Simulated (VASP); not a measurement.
InP:

```xyz
2
Lattice="0.0000 2.9499 2.9499 2.9499 0.0000 2.9499 2.9499 2.9499 0.0000" Properties=species:S:1:pos:R:3 pbc="T T T"
In    0.0000    0.0000    0.0000
P     4.4249    4.4249    4.4249
```

Base run:

| Property | Result |
| --- | --- |
| Program | VASP 6.6.1 |
| Functional | PBEsol |
| Dispersion | D4 |
| Potentials or basis | VASP PAW PBE potentials, release 64 (In_d, P) |
| Cutoff | 520 eV |
| k mesh | 8 × 8 × 8 |
| Occupations | fermi-dirac, width 0.05 eV |
| Spin | no spin polarisation |

Its results: band gap on the k mesh 0.51 eV, direct; pressure -1.9 GPa.

Question: After a change of settings the same cell gave: band gap on the k mesh 0.60 eV, direct; pressure -0.3 GPa. Which change was it?
A. functional from PBEsol to PBE exchange alone; dispersion from D4 to none
B. functional from PBEsol to PBE
C. functional from PBEsol to SVWN5; dispersion from D4 to none

Answer: B.

PBE binds less tightly than PBEsol, so the same cell stands under more pressure.

Caveats: spin-orbit coupling is left out, which moves the levels of the heavy elements; the PAW data sets were made with another functional, which shifts forces and pressure a little (some runs).
